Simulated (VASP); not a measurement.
Set up this calculation in VASP 6.6.1, as the native input.

* Task: single point
* Functional: PBE
* Potentials or basis: VASP PAW PBE potentials, release 64 (Be, Cd, S)
* Cutoff: 520 eV
* k mesh: 6 × 6 × 4
* Occupations: gaussian, width 0.1 eV
* Spin: no spin polarisation
* Dipole correction: no
* Further INCAR settings: ALGO = Normal; EDIFF = 1e-06; NBANDS = 22

The structure of Be2CdS2 lies in POSCAR:

```
Be2CdS2
1.0
    3.8070380900     -1.6795038800      0.0000000000
    3.8070380900      1.6795038800      0.0000000000
   -1.4173934400      0.0000000000      6.0350771000
Be Cd S
2 1 2
Direct
    0.1720079900      0.1720079900      0.6466159800
    0.8279920100      0.8279920100      0.3533840200
    0.5000000000      0.5000000000      0.0000000000
    0.1054550000      0.1054550000      0.2568300100
    0.8945450000      0.8945450000      0.7431699900
```

One way to write it, as run:

INCAR

```
  PREC = Accurate
  ENCUT = 520
  EDIFF = 1E-6
  ISMEAR = 0
  SIGMA = 0.1
  LREAL = False
  LASPH = True
  NELM = 60
  ALGO = Normal
  ISIF = 2
  LWAVE = False
  LCHARG = False
  GGA = PE
  NBANDS = 22
```

KPOINTS

```
regular mesh
0
Gamma
  6 6 4
```

Potentials or basis: VASP PAW PBE potentials, release 64 (Be, Cd, S).

Launch:

```sh
$ cat potpaw_PBE.64/Be/POTCAR potpaw_PBE.64/Cd/POTCAR potpaw_PBE.64/S/POTCAR > POTCAR
$ mpirun -np 1 vasp_std > vasp.out
```

Results of the run:

```yaml
Pressure: 14.5 GPa
Largest_force: 5.293 eV/Å
Band_gap_on_the_k_mesh: zero (band 14 reaches 7.83 eV, above the bottom of band 15 at 5.46 eV)
```

Caveat: forces of over 1 eV/Å act on the atoms, so gaps and moduli don't describe the material at rest.

It took 79 s on 1 thread of Intel(R) Xeon(R) Platinum 8488C (Sapphire Rapids) (shared host), peak memory 0.26 GiB.
